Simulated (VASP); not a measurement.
# Ta in VASP: single point with PBEsol

Aim: the single point of Ta with PBEsol.

All numbers are computed with VASP 6.6.1; they aren't measurements. Logs are shortened: lines on timing, memory, paths and dates and some standing lists are left out, and cuts for length are marked.

**1. The cell of the first run**

The typed cell holds 1 atom: a = 2.923 Å, b = 2.923 Å, c = 2.923 Å, α = 120.00°, β = 120.00°, γ = 90.01°.

This isn't the form of Ta at room conditions, which is bcc.

**2. Single point, PBEsol**

INCAR

```
SYSTEM = Ta
PREC = Accurate
ENCUT = 520
EDIFF = 1E-7
ISMEAR = 0
SIGMA = 0.15
LREAL = .FALSE.
LASPH = .TRUE.
NELM = 60
ALGO = Fast
ISIF = 2
LWAVE = .FALSE.
LCHARG = .FALSE.
GGA = PS
NBANDS = 12
```

KPOINTS

```
regular mesh
0
G
  28 28 28
  0 0 0
```

POSCAR

```
Ta
1.0
   -1.4613788849      1.4613788849      2.0663897432
    1.4613788849     -1.4613788849      2.0663897432
    1.4613788849      1.4613788849     -2.0663897432
Ta
1
Direct
    0.0000000000      0.0000000000      0.0000000000
```

Potentials or basis: VASP PAW PBE potentials, release 64 (Ta_pv).

The run is started by

```console
$ cat potpaw_PBE.64/Ta_pv/POTCAR > POTCAR
$ mpirun -np 1 vasp_std > vasp.out
```

OUTCAR:

```text
SYSTEM = Ta
   PREC = Accurate
   ENCUT = 520
   EDIFF = 1E-7
   ISMEAR = 0
   LREAL = .FALSE.
   LASPH = .TRUE.
   NELM = 60
   ISIF = 2
   GGA = PS

 ion  position               nearest neighbor table
   1  0.000  0.000  0.000-

  LATTYP: Found a body centered tetragonal cell.
 ALAT       =     2.9227577698
 C/A-ratio  =     1.4140000000

  Lattice vectors:

 A1 = (  -1.4613788849,   1.4613788849,   2.0663897432)
 A2 = (   1.4613788849,  -1.4613788849,   2.0663897432)
 A3 = (   1.4613788849,   1.4613788849,  -2.0663897432)

Analysis of symmetry for initial positions (statically):
=====================================================================
 Subroutine PRICEL returns:
 Original cell was already a primitive cell.

 Routine SETGRP: Setting up the symmetry group for a
 body centered tetragonal supercell.

 Subroutine GETGRP returns: Found 16 space group operations
 (whereof 16 operations were pure point group operations)
 out of a pool of 16 trial point group operations.

The static configuration has the point symmetry D_4h.

Analysis of symmetry for dynamics (positions and initial velocities):
=====================================================================
 Subroutine PRICEL returns:
 Original cell was already a primitive cell.

 Routine SETGRP: Setting up the symmetry group for a
 body centered tetragonal supercell.

 Subroutine GETGRP returns: Found 16 space group operations
 (whereof 16 operations were pure point group operations)
 out of a pool of 16 trial point group operations.

The dynamic configuration has the point symmetry D_4h.

 Subroutine INISYM returns: Found 16 space group operations
 (whereof 16 operations are pure point group operations),
 and found     1 'primitive' translations

----------------------------------------------------------------------------------------

                                     Primitive cell

  volume of cell :      17.6522

  direct lattice vectors                    reciprocal lattice vectors
    -1.461378885  1.461378885  2.066389743     0.000000000  0.342142620  0.241967906
     1.461378885 -1.461378885  2.066389743     0.342142620  0.000000000  0.241967906
     1.461378885  1.461378885 -2.066389743     0.342142620  0.342142620  0.000000000

  length of vectors
     2.922537093  2.922537093  2.922537093     0.419058516  0.419058516  0.483862733

  position of ions in fractional coordinates (direct lattice)
     0.000000000  0.000000000  0.000000000

  ion indices of the primitive-cell ions
   primitive index   ion index
                 1           1

----------------------------------------------------------------------------------------

 KPOINTS: regular mesh

Automatic generation of k-mesh.
 Grid dimensions read from file:
 generate k-points for:   28   28   28

 Generating k-lattice:

  Cartesian coordinates                     Fractional coordinates (reciprocal lattice)
     0.000000000  0.012219379  0.008641711     0.035714286  0.000000000 -0.000000000
     0.012219379  0.000000000  0.008641711     0.000000000  0.035714286 -0.000000000
     0.012219379  0.012219379  0.000000000     0.000000000  0.000000000  0.035714286

  Length of vectors
     0.014966376  0.014966376  0.017280812

  Shift w.r.t. Gamma in fractional coordinates (k-lattice)
     0.000000000  0.000000000  0.000000000

 Subroutine IBZKPT returns following result:
 ===========================================

 Found   1639 irreducible k-points:

 Following reciprocal coordinates:
            Coordinates               Weight
  0.000000  0.000000  0.000000      1.000000
  0.035714 -0.000000  0.000000      8.000000
  0.071429 -0.000000  0.000000      8.000000
  0.107143 -0.000000  0.000000      8.000000
  0.142857 -0.000000  0.000000      8.000000
  0.178571 -0.000000  0.000000      8.000000
[... 16 lines left out ...]
  0.285714  0.035714  0.000000     16.000000
  0.321429  0.035714  0.000000     16.000000
 [... further k-points ...]
   k-points           NKPTS =   1639   k-points in BZ     NKDIM =   1639   number of bands    NBANDS=     12
   number of dos      NEDOS =    301   number of ions     NIONS =      1
   total plane-waves  NPLWV =  13824
   dimension x,y,z NGX =    24 NGY =   24 NGZ =   24
   dimension x,y,z NGXF=    48 NGYF=   48 NGZF=   48
   ions per type =               1
   NGX,Y,Z   is equivalent  to a cutoff of  13.65, 13.65, 13.65 a.u.
   NGXF,Y,Z  is equivalent  to a cutoff of  27.30, 27.30, 27.30 a.u.
 SYSTEM =  Ta
   PREC   = accura    normal or accurate (medium, high low for compatibility)
   ISTART =      0    job   : 0-new  1-cont  2-samecut
   ICHARG =      2    charge: 1-file 2-atom 10-const
   ISPIN  =      1    spin polarized calculation?
   LNONCOLLINEAR =      F non collinear calculations
   LSORBIT =      F    spin-orbit coupling
   LASPH  =      T    aspherical Exc in radial PAW
   ENCUT  =  520.0 eV  38.22 Ry    6.18 a.u.   5.43  5.43  5.43*2*pi/ulx,y,z
   NELM   =     60;   NELMIN=  2; NELMDL= -5     # of ELM steps
   EDIFF  = 0.1E-06   stopping-criterion for ELM
   LREAL  =      F    real-space projection
   EDIFFG = 0.1E-05   stopping-criterion for IOM
   NSW    =      0    number of steps for IOM
   IBRION =     -1    ionic relax: 0-MD 1-quasi-New 2-CG
   NFREE  =      0    steps in history (QN), initial steepest desc. (CG)
   ISIF   =      2    stress and relaxation
   ISYM   =      2    0-nonsym 1-usesym 2-fastsym
   POTIM  = 0.5000    time-step for ionic-motion
   TEBEG  =    0.0;   TEEND  =   0.0 temperature during run
   PSTRESS=    0.0 pullay stress
   NELECT =      11.0000    total number of electrons
   NUPDOWN=      -1.0000    fix difference up-down
   EMIN   =  10.00;   EMAX   =-10.00  energy-range for DOS
   EFERMI =   0.00;   METHOD = LEGACY
   ISMEAR =     0;   SIGMA  =   0.15  broadening in eV -4-tet -1-fermi 0-gaus
   EFERMI_NEDOS =   21; number of points for ismear=-14 and -15
   IALGO  =     68    algorithm
   IMIX   =      4    mixing-type and parameters
     AMIX     =   0.40;   BMIX     =  1.00
     AMIX_MAG =   1.60;   BMIX_MAG =  1.00
  volume/ion in A,a.u.               =      17.65       119.12
  Fermi-wavevector in a.u.,A,eV,Ry     =   1.398320  2.642441 26.603439  1.955298
  Thomas-Fermi vector in A             =   2.521489
   LORBIT       =      0    0 simple, 1 ext, 2 COOP (PROOUT), +10 PAW based schemes
   GGA     = PS    functional components
   LHFCALC =     F    Hartree Fock is set to
   AEXX    =    0.0000 exact exchange contribution
   IVDW    =     0    specifies the selected vdW correction
   LEPSILON=     F    determine dielectric tensor
   LRPA    =     F    only Hartree local field effects (RPA)
 non-spin polarized calculation
 RMM-DIIS sequential band-by-band and
 Gauss-broadening in eV      SIGMA  =   0.15
  energy-cutoff  :      520.00
  volume of cell :       17.65
 maximum number of plane-waves:       531
 NGX is ok and might be reduce to    24
   NGX = 11   NGY = 11   NGZ = 11

 number of electron      10.9999999 magnetization

 Free energy of the ion-electron system (eV)
  ---------------------------------------------------
  ext. energy  EPLUGINS =         0.00000000
  ---------------------------------------------------
  free energy    TOTEN  =       -12.28117919 eV

  energy without entropy =      -12.26826910  energy(sigma->0) =      -12.27472415

 E-fermi :   5.8807     XC(G=0): -12.8345

 val. band max:        5.8800195274   @ k =  -0.3929   0.1071   0.0000
 cond. band min:       5.8815273645   @ k =  -0.3571   0.3571   0.1071
 fundamental gap:      0.0015078371
 Fermi energy:         5.8806948839

 k-point     1 :       0.0000    0.0000    0.0000
  band No.  band energies     occupation
      1     -27.4730      2.00000
      2     -27.4730      2.00000
      3     -27.4730      2.00000
      4      -2.5234      2.00000
      5       6.2855      0.00014
      6       6.2855      0.00014
      7       6.2876      0.00013
      8       9.5359      0.00000
      9       9.5389      0.00000
     10      18.5712      0.00000
     11      20.1779      0.00000
     12      23.6831      0.00000

 k-point     2 :       0.0357   -0.0000    0.0000
  band No.  band energies     occupation
      1     -27.4902      2.00000
      2     -27.4751      2.00000
      3     -27.4751      2.00000
      4      -2.4675      2.00000
      5       6.2364      0.00080
      6       6.3128      0.00005
      7       6.3142      0.00004
      8       9.5073      0.00000
      9       9.5103      0.00000
     10      18.6903      0.00000
     11      20.1777      0.00000
     12      23.3643      0.00000

 k-point     3 :       0.0714   -0.0000    0.0000
  band No.  band energies     occupation
      1     -27.5406      2.00000
      2     -27.4814      2.00000
      3     -27.4814      2.00000
      4      -2.3022      2.00000
      5       6.0962      0.04221
      6       6.3902      0.00000
      7       6.3916      0.00000
      8       9.4298      0.00000
      9       9.4327      0.00000
     10      19.0328      0.00000
     11      20.1772      0.00000
     12      22.6659      0.00000
[... 286 lines left out ...]
 k-point    23 :       0.2857    0.0357    0.0000
  band No.  band energies     occupation
      1     -28.3087      2.00000
      2     -27.6037      2.00000
      3     -27.5713      2.00000
      4       0.2913      2.00000
      5       5.1228      2.00000
      6       6.5232      0.00000
      7       6.5942      0.00000
      8       9.7651      0.00000
      9      10.4608      0.00000
     10      18.1165      0.00000
     11      20.1774      0.00000
     12      22.5907      0.00000

 k-point    24 :       0.3214    0.0357    0.0000
  band No.  band energies     occupation
      1     -28.4316      2.00000
      2     -27.6198      2.00000
      3     -27.5893      2.00000
      4       0.6106      2.00000
      5       5.3278      2.00000
      6       6.3778      0.00000
      7       6.4461      0.00000
      8      10.2483      0.00000
      9      10.9189      0.00000
     10      17.6835      0.00000
     11      20.1720      0.00000
     12      21.6696      0.00000

 [... further k-points ...]
[... 5 lines left out ...]
  --------------------------------------------------------------------------------------
  -------------------------------------------------------------------------------------
  Total        0.7575986      0.7575986      0.7547227      0.0000000      0.0000000     -0.0000000
  in kB       68.7625291     68.7625291     68.5015036      0.0000000      0.0000000     -0.0000000
  external PRESSURE =      68.6755206 kB  Pullay stress =       0.0000000 kB

 VOLUME and BASIS-vectors are now :
 -----------------------------------------------------------------------------
  energy-cutoff  :      520.00
  volume of cell :       17.65
      direct lattice vectors                 reciprocal lattice vectors
    -1.461378885  1.461378885  2.066389743     0.000000000  0.342142620  0.241967906
     1.461378885 -1.461378885  2.066389743     0.342142620  0.000000000  0.241967906
     1.461378885  1.461378885 -2.066389743     0.342142620  0.342142620  0.000000000

 POSITION                                       TOTAL-FORCE (eV/Angst)
 -----------------------------------------------------------------------------------
      0.00000      0.00000      0.00000         0.000000      0.000000      0.000000
 -----------------------------------------------------------------------------------
    total drift:                                0.000000      0.000000     -0.000000

  FREE ENERGIE OF THE ION-ELECTRON SYSTEM (eV)
  ---------------------------------------------------
  free  energy   TOTEN  =       -12.2811791931 eV

  energy  without entropy=      -12.2682691021  energy(sigma->0) =      -12.27472415
```

Run time: 11 min. Hardware: 1 thread of Intel Xeon 8259CL, shared host; peak memory 0.46 GiB.

Results:

```yaml
Free_energy: -12.2812 eV
Pressure: 6.9 GPa
Band_gap_on_the_k_mesh: zero (an odd number of electrons rules out a gap without spin polarisation)
```

Levels at points of the mesh, in eV from the Fermi level:
```
           k point  band 1  band 2  band 3  band 4  band 5  band 6  band 7  band 8  band 9  band 10
(0.00, 0.00, 0.00)  -33.35  -33.35  -33.35   -8.40    0.40    0.40    0.41    3.66    3.66    12.69
(0.50, 0.00, 0.00)  -34.61  -33.52  -33.52   -4.89    0.14    0.15    0.92    6.22    6.23    10.88
(0.50, 0.50, 0.00)  -34.53  -33.80  -33.80   -4.77   -3.67    3.28    6.21    7.00    7.00    11.63
(0.50, 0.50, 0.50)  -34.53  -33.80  -33.80   -4.77   -3.67    3.28    6.21    7.00    7.00    11.63
```

Caveat: the cell stands under pressure; the PAW data sets were made with another functional, which shifts forces and pressure a little; spin-orbit coupling is left out, which moves the levels of the heavy elements.
